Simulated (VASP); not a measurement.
Write the native input for VASP 6.6.1 that does the following.

* Task: single point
* Functional: PBEsol
* Potentials or basis: VASP PAW PBE potentials, release 64 (Tm, O)
* Cutoff: 520 eV
* k mesh: 10 × 10 × 10
* Occupations: gaussian, width 0.05 eV
* Spin: collinear spin, ferromagnetic start
* Starting moments: [1.0, 1.0, 0.0] μB
* Dipole correction: no
* Further INCAR settings: ALGO = Normal; EDIFF = 1e-06; NBANDS = 37

The structure of Tm2O lies in POSCAR:

```
Tm2O
1.0
    0.0000000000      2.6375669698      2.6375669698
    2.6375669698      0.0000000000      2.6375669698
    2.6375669698      2.6375669698      0.0000000000
Tm O
2 1
Direct
    0.2500000000      0.2500000000      0.2500000000
    0.7500000000      0.7500000000      0.7500000000
    0.0000000000      0.0000000000      0.0000000000
```

These files were run (other wordings do the same):

INCAR

```
SYSTEM = Tm2O
PREC = Accurate ; ENCUT = 520
EDIFF = 1E-6 ; ISMEAR = 0
SIGMA = 0.05 ; LREAL = .FALSE.
LASPH = .TRUE. ; NELM = 150
ALGO = Normal ; ISIF = 2
LWAVE = .FALSE. ; LCHARG = .FALSE.
ISPIN = 2 ; MAGMOM = 1 1 0
LORBIT = 11 ; LMAXMIX = 6
GGA = PS ; NBANDS = 37
```

KPOINTS

```
Automatic mesh
0
G
  10 10 10
  0 0 0
```

Potentials or basis: VASP PAW PBE potentials, release 64 (Tm, O).

Run with:

```sh
$ cat potpaw_PBE.64/Tm/POTCAR potpaw_PBE.64/O/POTCAR > POTCAR
$ mpirun -np 1 vasp_std > vasp.out
```

It gave:

```json
{
  "Pressure": "45.6 GPa",
  "Net moment": "-1.85 μB per cell",
  "Site moments": "Tm -0.92; O +0.00 μB",
  "Valence electrons inside the program's atomic spheres": "Tm 21.88; O 5.08"
}
```

Caveat: the magnetic or orbital state may not be the lowest; the cell stands under pressure; the PAW data sets were made with another functional, which shifts forces and pressure a little.

Run time: 8.8 min on 1 thread of Intel(R) Xeon(R) Platinum 8259CL CPU @ 2.50GHz (Skylake/Cascade Lake), on a shared host, peak memory 0.25 GiB.
